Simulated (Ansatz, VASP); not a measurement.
# Two plane-wave programs on RbP6

Contents of INCAR:

```
SYSTEM = RbP6
PREC = Accurate ; ENCUT = 600
EDIFF = 1E-7 ; ISMEAR = 0
SIGMA = 0.1 ; LREAL = .FALSE.
LASPH = .TRUE. ; NELM = 100
ALGO = Normal ; ISIF = 3
LWAVE = .FALSE. ; LCHARG = .FALSE.
GGA = PE ; IBRION = 2
NSW = 100 ; EDIFFG = -0.01
```

File KPOINTS:

```
regular mesh
0
G
  8 8 8
  0 0 0
```

POSCAR

```
RbP6
1.0
    0.0000000000      4.0816732035      4.0816732035
    4.0816732035      0.0000000000      4.0816732035
    4.0816732035      4.0816732035      0.0000000000
Rb P
1 6
Direct
    0.0000000000      0.0000000000      0.0000000000
    0.5000000000      0.5000000000      0.0000000000
    0.5000000000      0.0000000000      0.5000000000
    0.0000000000      0.0000000000      0.5000000000
    0.0000000000      0.5000000000      0.0000000000
    0.0000000000      0.5000000000      0.5000000000
    0.5000000000      0.0000000000      0.0000000000
```

Input for Ansatz:

```yaml
crystal:
  lattice:
    - [0.0, 4.0816732035, 4.0816732035]
    - [4.0816732035, 0.0, 4.0816732035]
    - [4.0816732035, 4.0816732035, 0.0]
  atoms:
    - { symbol: Rb, position: [0.0, 0.0, 0.0] }
    - { symbol: P, position: [0.5, 0.5, 0.0] }
    - { symbol: P, position: [0.5, 0.0, 0.5] }
    - { symbol: P, position: [0.0, 0.0, 0.5] }
    - { symbol: P, position: [0.0, 0.5, 0.0] }
    - { symbol: P, position: [0.0, 0.5, 0.5] }
    - { symbol: P, position: [0.5, 0.0, 0.0] }
basis:
  ecutwfc: 420
kpoints:
  mp_grid: { grid: [8, 8, 8] }
hamiltonian:
  xc: pbe
scf:
  occupations: { method: gaussian, width: 0.1 }
output:
  forces: true
  stress: true
  eigenvalues: true
relax:
  adjacent_minimum: "off"
  f_tol: 0.01
  max_steps: 80
  cell: { stress_tol: 0.05 }
```

Change from the starting cell: species swapped into the Zn6Mo type (Fm-3m, No. 225).

Alike in both runs: task relaxation of cell and atoms; functional PBE; k mesh 8 × 8 × 8; occupations gaussian, width 0.1 eV; no spin polarisation.

|  | VASP | Ansatz |
| --- | --- | --- |
| version | VASP 6.6.1 | Ansatz 0.2.0 |
| potentials or method | VASP PAW PBE potentials, release 64 (Rb_sv, P), cutoff 600 eV | scalar-relativistic, plane waves, PAW |
| valence electrons in the cell | 39 | 39 |

```csv
,VASP,Ansatz,Ansatz less VASP
"gap on the k mesh at the Fermi level, each at its own relaxed structure (eV)",none,none,-
relaxed volume (Å³/atom),19.43,19.39,-0.040
relaxed length of the cell vector where the two differ most in proportion (Å),5.772,5.768,-0.0040
```

A gap of «none» marks a metal or a gap that the smearing closes.

Noted on VASP's run: the relaxation stopped at its first step, so nothing moved.
